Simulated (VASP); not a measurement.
# Pd (Fm-3m) in VASP: further runs

Runs on Pd. Level: PBEsol. Tasks: single point, relaxation of cell and atoms.

Program: VASP 6.6.1. These are calculated values, not measurements. Logs are shortened: lines on timing, memory, paths and dates and some standing lists are left out, and cuts for length are marked.

### 1 The cell of the first run

It takes space group Fm-3m (No. 225, cubic). The conventional cell has a = 3.874 Å, b = 3.874 Å, c = 3.874 Å, α = 90.00°, β = 90.00°, γ = 90.00°. Pd (site symmetry m-3m) has 12 Pd at 2.74 Å within 3.6 Å.

### 2 Single point, PBEsol

File INCAR:

```
SYSTEM = Pd
  PREC = Accurate
  ENCUT = 500
  EDIFF = 1E-6
  ISMEAR = 0
  SIGMA = 0.05
  LREAL = .FALSE.
  LASPH = .TRUE.
  NELM = 120
  ALGO = Normal
  ISIF = 2
  LWAVE = .FALSE.
  LCHARG = .FALSE.
  GGA = PS
  NBANDS = 11
  GGA_COMPAT = .FALSE.
```

File KPOINTS:

```
Automatic mesh
0
G
  10 10 10
  0 0 0
```

File POSCAR:

```
Pd
1.0
    0.0000000000      1.9368947074      1.9368947074
    1.9368947074      0.0000000000      1.9368947074
    1.9368947074      1.9368947074      0.0000000000
Pd
1
Direct
    0.0000000000      0.0000000000      0.0000000000
```

Potentials or basis: VASP PAW PBE potentials, release 64 (Pd).

The run is started by

```
> cat potpaw_PBE.64/Pd/POTCAR > POTCAR
> mpirun -np 1 vasp_std > vasp.out
```

OUTCAR:

```text
SYSTEM = Pd
   PREC = Accurate
   ENCUT = 500
   EDIFF = 1E-6
   ISMEAR = 0
   LREAL = .FALSE.
   LASPH = .TRUE.
   NELM = 120
   ISIF = 2
   GGA = PS

 ion  position               nearest neighbor table
   1  0.000  0.000  0.000-

  LATTYP: Found a face centered cubic cell.
 ALAT       =     3.8737894148

  Lattice vectors:

 A1 = (   0.0000000000,   1.9368947074,   1.9368947074)
 A2 = (   1.9368947074,   0.0000000000,   1.9368947074)
 A3 = (   1.9368947074,   1.9368947074,   0.0000000000)

Analysis of symmetry for initial positions (statically):
=====================================================================
 Subroutine PRICEL returns:
 Original cell was already a primitive cell.

 Routine SETGRP: Setting up the symmetry group for a
 face centered cubic supercell.

 Subroutine GETGRP returns: Found 48 space group operations
 (whereof 48 operations were pure point group operations)
 out of a pool of 48 trial point group operations.

The static configuration has the point symmetry O_h .

Analysis of symmetry for dynamics (positions and initial velocities):
=====================================================================
 Subroutine PRICEL returns:
 Original cell was already a primitive cell.

 Routine SETGRP: Setting up the symmetry group for a
 face centered cubic supercell.

 Subroutine GETGRP returns: Found 48 space group operations
 (whereof 48 operations were pure point group operations)
 out of a pool of 48 trial point group operations.

The dynamic configuration has the point symmetry O_h .

 Subroutine INISYM returns: Found 48 space group operations
 (whereof 48 operations are pure point group operations),
 and found     1 'primitive' translations

----------------------------------------------------------------------------------------

                                     Primitive cell

  volume of cell :      14.5328

  direct lattice vectors                    reciprocal lattice vectors
     0.000000000  1.936894707  1.936894707    -0.258145163  0.258145163  0.258145163
     1.936894707  0.000000000  1.936894707     0.258145163 -0.258145163  0.258145163
     1.936894707  1.936894707  0.000000000     0.258145163  0.258145163 -0.258145163

  length of vectors
     2.739182764  2.739182764  2.739182764     0.447120538  0.447120538  0.447120538

  position of ions in fractional coordinates (direct lattice)
     0.000000000  0.000000000  0.000000000

  ion indices of the primitive-cell ions
   primitive index   ion index
                 1           1

----------------------------------------------------------------------------------------

 KPOINTS: Automatic mesh

Automatic generation of k-mesh.
 Grid dimensions read from file:
 generate k-points for:   10   10   10

 Generating k-lattice:

  Cartesian coordinates                     Fractional coordinates (reciprocal lattice)
    -0.025814516  0.025814516  0.025814516     0.100000000  0.000000000  0.000000000
     0.025814516 -0.025814516  0.025814516     0.000000000  0.100000000  0.000000000
     0.025814516  0.025814516 -0.025814516     0.000000000  0.000000000  0.100000000

  Length of vectors
     0.044712054  0.044712054  0.044712054

  Shift w.r.t. Gamma in fractional coordinates (k-lattice)
     0.000000000  0.000000000  0.000000000

 Subroutine IBZKPT returns following result:
 ===========================================

 Found     47 irreducible k-points:

 Following reciprocal coordinates:
            Coordinates               Weight
  0.000000  0.000000  0.000000      1.000000
  0.100000  0.000000  0.000000      8.000000
  0.200000  0.000000  0.000000      8.000000
  0.300000  0.000000  0.000000      8.000000
  0.400000  0.000000  0.000000      8.000000
  0.500000  0.000000  0.000000      4.000000
[... 16 lines left out ...]
  0.300000  0.300000  0.000000      6.000000
  0.400000  0.300000  0.000000     24.000000
 [... further k-points ...]
   k-points           NKPTS =     47   k-points in BZ     NKDIM =     47   number of bands    NBANDS=     11
   number of dos      NEDOS =    301   number of ions     NIONS =      1
   total plane-waves  NPLWV =   8000
   dimension x,y,z NGX =    20 NGY =   20 NGZ =   20
   dimension x,y,z NGXF=    40 NGYF=   40 NGZF=   40
   ions per type =               1
   NGX,Y,Z   is equivalent  to a cutoff of  12.14, 12.14, 12.14 a.u.
   NGXF,Y,Z  is equivalent  to a cutoff of  24.28, 24.28, 24.28 a.u.
 SYSTEM =  Pd
   PREC   = accura    normal or accurate (medium, high low for compatibility)
   ISTART =      0    job   : 0-new  1-cont  2-samecut
   ICHARG =      2    charge: 1-file 2-atom 10-const
   ISPIN  =      1    spin polarized calculation?
   LNONCOLLINEAR =      F non collinear calculations
   LSORBIT =      F    spin-orbit coupling
   LASPH  =      T    aspherical Exc in radial PAW
   ENCUT  =  500.0 eV  36.75 Ry    6.06 a.u.   4.99  4.99  4.99*2*pi/ulx,y,z
   NELM   =    120;   NELMIN=  2; NELMDL= -5     # of ELM steps
   EDIFF  = 0.1E-05   stopping-criterion for ELM
   LREAL  =      F    real-space projection
   EDIFFG = 0.1E-04   stopping-criterion for IOM
   NSW    =      0    number of steps for IOM
   IBRION =     -1    ionic relax: 0-MD 1-quasi-New 2-CG
   NFREE  =      0    steps in history (QN), initial steepest desc. (CG)
   ISIF   =      2    stress and relaxation
   ISYM   =      2    0-nonsym 1-usesym 2-fastsym
   POTIM  = 0.5000    time-step for ionic-motion
   TEBEG  =    0.0;   TEEND  =   0.0 temperature during run
   PSTRESS=    0.0 pullay stress
   NELECT =      10.0000    total number of electrons
   NUPDOWN=      -1.0000    fix difference up-down
   EMIN   =  10.00;   EMAX   =-10.00  energy-range for DOS
   EFERMI =   0.00;   METHOD = LEGACY
   ISMEAR =     0;   SIGMA  =   0.05  broadening in eV -4-tet -1-fermi 0-gaus
   EFERMI_NEDOS =   21; number of points for ismear=-14 and -15
   IALGO  =     38    algorithm
   IMIX   =      4    mixing-type and parameters
     AMIX     =   0.40;   BMIX     =  1.00
     AMIX_MAG =   1.60;   BMIX_MAG =  1.00
  volume/ion in A,a.u.               =      14.53        98.07
  Fermi-wavevector in a.u.,A,eV,Ry     =   1.445303  2.731226 28.421209  2.088900
  Thomas-Fermi vector in A             =   2.563500
   LORBIT       =      0    0 simple, 1 ext, 2 COOP (PROOUT), +10 PAW based schemes
   GGA     = PS    functional components
   LHFCALC =     F    Hartree Fock is set to
   AEXX    =    0.0000 exact exchange contribution
   IVDW    =     0    specifies the selected vdW correction
   LEPSILON=     F    determine dielectric tensor
   LRPA    =     F    only Hartree local field effects (RPA)
 non-spin polarized calculation
 Gauss-broadening in eV      SIGMA  =   0.05
  energy-cutoff  :      500.00
  volume of cell :       14.53
 maximum number of plane-waves:       377
   NGX =  9   NGY =  9   NGZ =  9

 number of electron      10.0000002 magnetization

 Free energy of the ion-electron system (eV)
  ---------------------------------------------------
  ext. energy  EPLUGINS =         0.00000000
  ---------------------------------------------------
  free energy    TOTEN  =        -5.97551594 eV

  energy without entropy =       -5.97378864  energy(sigma->0) =       -5.97465229

 E-fermi :   9.8965     XC(G=0): -13.4713

 val. band max:        9.8824097404   @ k =   0.5000   0.1000   0.0000
 cond. band min:       9.9277761215   @ k =   0.5000   0.2000   0.0000
 fundamental gap:      0.0453663811
 Fermi energy:         9.8965251325

 k-point     1 :       0.0000    0.0000    0.0000
  band No.  band energies     occupation
      1       2.5169      2.00000
      2       6.9581      2.00000
      3       6.9581      2.00000
      4       6.9581      2.00000
      5       8.6310      2.00000
      6       8.6310      2.00000
      7      27.0060      0.00000
      8      31.8609      0.00000
      9      31.8609      0.00000
     10      31.8609      0.00000
     11      35.9438      0.00000

 k-point     2 :       0.1000    0.0000    0.0000
  band No.  band energies     occupation
      1       2.8789      2.00000
      2       6.8346      2.00000
      3       7.0795      2.00000
      4       7.0795      2.00000
      5       8.5772      2.00000
      6       8.5772      2.00000
      7      27.3647      0.00000
      8      29.8811      0.00000
      9      32.2844      0.00000
     10      32.2844      0.00000
     11      36.0155      0.00000

 k-point     3 :       0.2000    0.0000    0.0000
  band No.  band energies     occupation
      1       3.7929      2.00000
      2       6.7071      2.00000
      3       7.2659      2.00000
      4       7.2659      2.00000
      5       8.6089      2.00000
      6       8.6089      2.00000
      7      26.2078      0.00000
      8      28.2619      0.00000
      9      33.2947      0.00000
     10      33.2947      0.00000
     11      35.7686      0.00000

 k-point     4 :       0.3000    0.0000    0.0000
  band No.  band energies     occupation
      1       4.4710      2.00000
      2       7.1876      2.00000
      3       7.1876      2.00000
      4       7.4646      2.00000
      5       9.0469      2.00000
      6       9.0469      2.00000
      7      22.6212      0.00000
      8      27.6659      0.00000
      9      33.3084      0.00000
     10      33.3084      0.00000
     11      36.1617      0.00000
[... 239 lines left out ...]
 k-point    22 :      -0.2000    0.2000    0.0000
  band No.  band energies     occupation
      1       5.3505      2.00000
      2       6.2214      2.00000
      3       7.0448      2.00000
      4       7.9150      2.00000
      5       8.0658      2.00000
      6      10.5268      0.00000
      7      24.2795      0.00000
      8      25.2020      0.00000
      9      30.4615      0.00000
     10      33.0594      0.00000
     11      34.4029      0.00000

 k-point    23 :       0.3000    0.3000    0.0000
  band No.  band energies     occupation
      1       4.8997      2.00000
      2       5.3339      2.00000
      3       8.6791      2.00000
      4       8.7780      2.00000
      5       8.7780      2.00000
      6       9.3996      2.00000
      7      26.5434      0.00000
      8      26.5434      0.00000
      9      27.0055      0.00000
     10      30.3427      0.00000
     11      32.0573      0.00000

 k-point    24 :       0.4000    0.3000    0.0000
  band No.  band energies     occupation
      1       4.9011      2.00000
      2       5.1857      2.00000
      3       8.3792      2.00000
      4       8.9052      2.00000
      5       9.7982      1.99458
      6      10.9032      0.00000
      7      23.5940      0.00000
      8      25.2313      0.00000
      9      25.5271      0.00000
     10      30.8383      0.00000
     11      33.1485      0.00000

 [... further k-points ...]
[... 5 lines left out ...]
  --------------------------------------------------------------------------------------
  -------------------------------------------------------------------------------------
  Total       -0.0232992     -0.0232992     -0.0232992      0.0000000      0.0000000      0.0000000
  in kB       -2.5686367     -2.5686367     -2.5686367      0.0000000      0.0000000      0.0000000
  external PRESSURE =      -2.5686367 kB  Pullay stress =       0.0000000 kB

 VOLUME and BASIS-vectors are now :
 -----------------------------------------------------------------------------
  energy-cutoff  :      500.00
  volume of cell :       14.53
      direct lattice vectors                 reciprocal lattice vectors
     0.000000000  1.936894707  1.936894707    -0.258145163  0.258145163  0.258145163
     1.936894707  0.000000000  1.936894707     0.258145163 -0.258145163  0.258145163
     1.936894707  1.936894707  0.000000000     0.258145163  0.258145163 -0.258145163

 POSITION                                       TOTAL-FORCE (eV/Angst)
 -----------------------------------------------------------------------------------
      0.00000      0.00000      0.00000         0.000000      0.000000     -0.000000
 -----------------------------------------------------------------------------------
    total drift:                                0.000000     -0.000000     -0.000000

  FREE ENERGIE OF THE ION-ELECTRON SYSTEM (eV)
  ---------------------------------------------------
  free  energy   TOTEN  =        -5.9755159409 eV

  energy  without entropy=       -5.9737886419  energy(sigma->0) =       -5.97465229
```

Run time: 5.9 s. Hardware: 1 thread of Intel Xeon 6975P-C, shared host; peak memory 0.13 GiB.

Results:

| Property | Result |
| --- | --- |
| Free energy | -5.9755 eV |
| Pressure | -0.3 GPa |
| Band gap on the k mesh | zero (band 5 reaches 10.19 eV, above the bottom of band 6 at 8.58 eV) |

Levels at points of the mesh, in eV from the Fermi level:
| k point | band 1 | band 2 | band 3 | band 4 | band 5 | band 6 | band 7 | band 8 | band 9 | band 10 |
| --- | --- | --- | --- | --- | --- | --- | --- | --- | --- | --- |
| (0.00, 0.00, 0.00) | -7.38 | -2.94 | -2.94 | -2.94 | -1.27 | -1.27 | 17.11 | 21.96 | 21.96 | 21.96 |
| (0.50, 0.00, 0.00) | -5.48 | -2.98 | -2.98 | -0.03 | -0.03 | 0.86 | 7.37 | 16.47 | 21.13 | 21.13 |
| (0.50, 0.50, 0.00) | -5.57 | -5.27 | -0.05 | 0.29 | 0.29 | 3.23 | 10.85 | 13.17 | 13.17 | 21.68 |

Caveat: the PAW data sets were made with another functional, which shifts forces and pressure a little.

### 3 Relaxation of cell and atoms, PBEsol

This run uses another cell than the first one, of 14.75 Å³/atom, 1.015 times its volume.

File INCAR:

```
SYSTEM = Pd
PREC = Accurate
ENCUT = 500
EDIFF = 1E-7
ISMEAR = 0
SIGMA = 0.05
LREAL = .False.
LASPH = .True.
NELM = 120
ALGO = Normal
ISIF = 3
LWAVE = .False.
LCHARG = .False.
GGA = PS
IBRION = 2
NSW = 80
EDIFFG = -0.03
GGA_COMPAT = .False.
NELMIN = 4
```

File KPOINTS:

```
Automatic mesh
0
Gamma
  10 10 10
  0 0 0
```

File POSCAR:

```
Pd
1.0
    0.0000000000      1.9465000000      1.9465000000
    1.9465000000      0.0000000000      1.9465000000
    1.9465000000      1.9465000000      0.0000000000
Pd
1
Direct
    0.0000000000      0.0000000000      0.0000000000
```

Potentials or basis: VASP PAW PBE potentials, release 64 (Pd).

The run is started by

```
> cat potpaw_PBE.64/Pd/POTCAR > POTCAR
> mpirun -np 1 vasp_std > vasp.out
```

OUTCAR:

```text
SYSTEM = Pd
   PREC = Accurate
   ENCUT = 500
   EDIFF = 1E-7
   ISMEAR = 0
   LREAL = .False.
   LASPH = .True.
   NELM = 120
   ISIF = 3
   GGA = PS
   IBRION = 2
   NSW = 80
   EDIFFG = -0.03
   NELMIN = 4

 ion  position               nearest neighbor table
   1  0.000  0.000  0.000-

  LATTYP: Found a face centered cubic cell.
 ALAT       =     3.8930000000

  Lattice vectors:

 A1 = (   0.0000000000,   1.9465000000,   1.9465000000)
 A2 = (   1.9465000000,   0.0000000000,   1.9465000000)
 A3 = (   1.9465000000,   1.9465000000,   0.0000000000)

Analysis of symmetry for initial positions (statically):
=====================================================================
 Subroutine PRICEL returns:
 Original cell was already a primitive cell.

 Routine SETGRP: Setting up the symmetry group for a
[... 212 lines left out ...]

 k-point     1 :       0.0000    0.0000    0.0000
  band No.  band energies     occupation
      1       2.7810      2.00000
      2       7.3128      2.00000
      3       7.3128      2.00000
      4       7.3128      2.00000
      5       9.0632      2.00000
      6       9.0632      2.00000
      7      27.4961      0.00000
      8      32.5116      0.00000
      9      32.5116      0.00000
[... 310 lines left out ...]
--------------------------------------- Ionic step        3  -------------------------------------------

 number of electron      10.0000002 magnetization

 Free energy of the ion-electron system (eV)
  ---------------------------------------------------
  ext. energy  EPLUGINS =         0.00000000
  ---------------------------------------------------
  free energy    TOTEN  =        -5.97562344 eV

  energy without entropy =       -5.97389975  energy(sigma->0) =       -5.97476159

 E-fermi :   9.9185     XC(G=0): -13.4791

 val. band max:        9.9043289909   @ k =   0.5000   0.1000   0.0000
 cond. band min:       9.9498053666   @ k =   0.5000   0.2000   0.0000
 fundamental gap:      0.0454763757
 Fermi energy:         9.9184782836

 k-point     1 :       0.0000    0.0000    0.0000
  band No.  band energies     occupation
      1       2.5286      2.00000
      2       6.9740      2.00000
      3       6.9740      2.00000
      4       6.9740      2.00000
      5       8.6503      2.00000
      6       8.6503      2.00000
      7      27.0281      0.00000
      8      31.8902      0.00000
      9      31.8902      0.00000
[... 304 lines left out ...]
  FREE ENERGIE OF THE ION-ELECTRON SYSTEM (eV)
  ---------------------------------------------------
  free  energy   TOTEN  =        -5.9756234388 eV

  energy  without entropy=       -5.9738997458  energy(sigma->0) =       -5.97476159

 reached required accuracy - stopping structural energy minimisation
```

CONTCAR:

```text
Pd
   1.00000000000000
    -0.0000000000000000    1.9360822579039554    1.9360822579039554
     1.9360822579039554   -0.0000000000000000    1.9360822579039554
     1.9360822579039554    1.9360822579039554    0.0000000000000000
  Pd
     1
Direct
     0.0000000000000000    0.0000000000000000    0.0000000000000000

  0.00000000E+00  0.00000000E+00  0.00000000E+00
```

It took 11 s on 1 thread of Intel Xeon 6975P-C, shared host; peak memory 0.13 GiB.

Results:

- Free energy: -5.9756 eV
- Relaxed volume: 14.51 Å³/atom
- Relaxed cell: a = 2.738 Å, b = 2.738 Å, c = 2.738 Å, α = 60.00°, β = 60.00°, γ = 60.00°
- Space group after relaxing (to 0.05 Å): Fm-3m (No. 225)
- Energy gained by relaxing: 2.4 meV/atom
- Ionic steps: 3
- Pressure after relaxing: 0.0 GPa
- Band gap on the k mesh: zero (band 5 reaches 10.21 eV, above the bottom of band 6 at 8.60 eV)

The path:
```
step  energy change (eV)  largest force (eV/Å)  pressure (GPa)  volume (Å³)
   1              0.0000                0.0000           -3.18        14.75
   2              0.0043                0.0000            5.84        14.13
   3             -0.0024                0.0000           -0.02        14.51
```

Final structure:
```cif
data_structure
_symmetry_space_group_name_H-M 'P 1'
_symmetry_Int_Tables_number 1
_cell_length_a 2.7380
_cell_length_b 2.7380
_cell_length_c 2.7380
_cell_angle_alpha 60.000
_cell_angle_beta 60.000
_cell_angle_gamma 60.000
_cell_volume 14.51
loop_
_atom_site_label
_atom_site_type_symbol
_atom_site_fract_x
_atom_site_fract_y
_atom_site_fract_z
_atom_site_occupancy
Pd1 Pd 0.00000 0.00000 0.00000 1
```

Caveat: the PAW data sets were made with another functional, which shifts forces and pressure a little.
